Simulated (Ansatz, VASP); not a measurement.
Two plane-wave programs on Ir

```
Ir
1.0
     0.00000    1.92218    1.92218
     1.92218    0.00000    1.92218
     1.92218    1.92218    0.00000
Ir
1
Direct
  0.00000 0.00000 0.00000
```

Alike in both runs: task single point; functional LDA; k mesh 22 × 22 × 22; occupations gaussian, width 0.15 eV; no spin polarisation.

|  | VASP | Ansatz |
| --- | --- | --- |
| version | VASP 6.6.1 | Ansatz 0.2.0 |
| potentials or method | VASP PAW LDA potentials, release 64 (Ir_sv_GW), cutoff 560 eV | scalar-relativistic, plane waves, PAW |
| valence electrons in the cell | 17 | 17 |

```csv
,VASP,Ansatz,Ansatz less VASP
gap on the k mesh at the Fermi level (eV),none,none,-
pressure (GPa),-10.2,-9.8,+0.41
```

LDA's correlation is that of Perdew and Zunger in VASP and of Perdew and Wang (1992) in Ansatz. A gap of «none» marks a metal or a gap that the smearing closes.

Neither program's run includes spin-orbit coupling.
